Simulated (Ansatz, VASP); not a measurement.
**Two plane-wave programs on Ta**

```
Ta
1.0
    -1.73119    1.65224    1.65224
     1.65224   -1.73119    1.65224
     1.65224    1.65224   -1.73119
Ta
1
Direct
  0.00000 0.00000 0.00000
```

Alike in both runs: task single point; functional PBE; k mesh 22 × 22 × 22; occupations gaussian, width 0.15 eV; no spin polarisation.

```csv
,VASP,Ansatz
version,VASP 6.6.1,Ansatz 0.2.0
potentials or method,"VASP PAW PBE potentials, release 64 (Ta_pv), cutoff 520 eV","scalar-relativistic, plane waves, PAW"
valence electrons in the cell,11,13
```

```csv
,VASP,Ansatz,Ansatz less VASP
gap on the k mesh at the Fermi level (eV),none,none,-
pressure (GPa),3.7,3.6,-0.13
"traceless stress, the component that is largest in VASP (GPa)",3.13,3.10,-0.028
```

A gap of «none» marks a metal or a gap that the smearing closes. VASP's potentials hold 11 valence electrons a cell and Ansatz's 13, so a difference there can come from the potentials and not from the codes.

Neither program's run includes spin-orbit coupling.
